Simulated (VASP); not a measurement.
The system is Zr3S2.

```xyz
5
Lattice="2.9025 1.6758 3.4878 -2.9025 1.6758 3.4878 0.0000 -3.3516 3.4878" Properties=species:S:1:pos:R:3 pbc="T T T"
Zr    0.9832    1.7029    5.2317
Zr    0.9832   -1.7029    5.2317
Zr   -1.9663    0.0000    5.2317
S     0.0000    0.0000    6.9583
S     0.0000    0.0000    3.5050
```

Base run:

```yaml
Program: VASP 6.6.1
Functional: r2SCAN
Potentials_or_basis: VASP PAW PBE potentials, release 64 (Zr_sv, S)
Cutoff: 520 eV
k_mesh: 6 × 6 × 6
Occupations: fermi-dirac, width 0.05 eV
Spin: no spin polarisation
Hubbard_terms: Zr d U = 4.0 eV
```

Its results: band gap on the k mesh zero (bands 24 and 25 overlap by 0.23 eV); pressure 6.3 GPa; largest force 0.140 eV/Å.

Task: The run is repeated on the same cell with these changes: hubbard terms from Zr d U = 4.0 eV to Zr d U = 5.0 eV. What comes out?

Result: Band gap on the k mesh zero (bands 24 and 25 overlap by 0.22 eV); pressure 8.1 GPa; largest force 0.163 eV/Å.

Caveats: the cell stands under pressure; the PAW data sets were made with another functional, which shifts forces and pressure a little; U without spin polarisation on a metal has little footing.
